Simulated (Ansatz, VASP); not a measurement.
Two plane-wave programs on I

INCAR

```
SYSTEM = I
ALGO     = Normal         ! electronic algorithm
EDIFF    = 1E-6           ! SCF threshold, eV
ENCUT    = 500            ! plane-wave cutoff, eV
GGA      = RP             ! functional
GGA_COMPAT= .FALSE.      
ISIF     = 2              ! what is computed and relaxed
ISMEAR   = 0              ! smearing method
LASPH    = .TRUE.         ! aspherical terms in the spheres
LCHARG   = .FALSE.        ! write CHGCAR
LREAL    = .FALSE.        ! projectors in reciprocal space
LWAVE    = .FALSE.        ! write WAVECAR
NBANDS   = 10             ! bands
NELM     = 120            ! most SCF steps
PREC     = Accurate       ! precision mode
SIGMA    = 0.15           ! smearing width, eV
```

The input KPOINTS:

```
k-points
0
G
  5 5 5
  0 0 0
```

File POSCAR:

```
I
1.0
    0.0000000000      2.3656004400      3.9098401300
    2.1922454700      0.0000000000      3.9098401300
    2.1922454700      2.3656004400      0.0000000000
I
1
Direct
    0.0000000000      0.0000000000      0.0000000000
```

Input for Ansatz:

```yaml
crystal:
  lattice:
    - [0.0, 2.36560044, 3.90984013]
    - [2.19224547, 0.0, 3.90984013]
    - [2.19224547, 2.36560044, 0.0]
  atoms:
    - { symbol: I, position: [0.0, 0.0, 0.0] }
kpoints:
  mp_grid:
    grid: [5, 5, 5]
hamiltonian:
  xc: rpbe
scf:
  lower_state_search: "off"
  occupations:
    method: gaussian
    width: 0.15
output:
  stress: true
```

Alike in both runs: task single point; functional RPBE; k mesh 5 × 5 × 5; occupations gaussian, width 0.15 eV; no spin polarisation.

|  | VASP | Ansatz |
| --- | --- | --- |
| version | VASP 6.6.1 | Ansatz 0.2.0 |
| potentials or method | VASP PAW PBE potentials, release 64 (I) | plane waves, PAW |
| plane-wave cutoff (eV) | 500 | 420 |
| valence electrons in the cell | 7 | 17 |

|  | VASP | Ansatz | Ansatz less VASP |
| --- | --- | --- | --- |
| pressure (GPa) | 1.8 | 1.8 | +0.05 |
| traceless stress, the component that is largest in VASP (GPa) | -0.66 | -0.62 | +0.036 |

VASP's potentials were made for PBE, not for RPBE. The functional is the same, so the differences come from potentials, cutoffs and numerics. VASP's potentials hold 7 valence electrons a cell and Ansatz's 17, so a difference there can come from the potentials and not from the codes.

The k mesh is coarse, so the values compare programs but aren't converged. Neither program's run includes spin-orbit coupling.
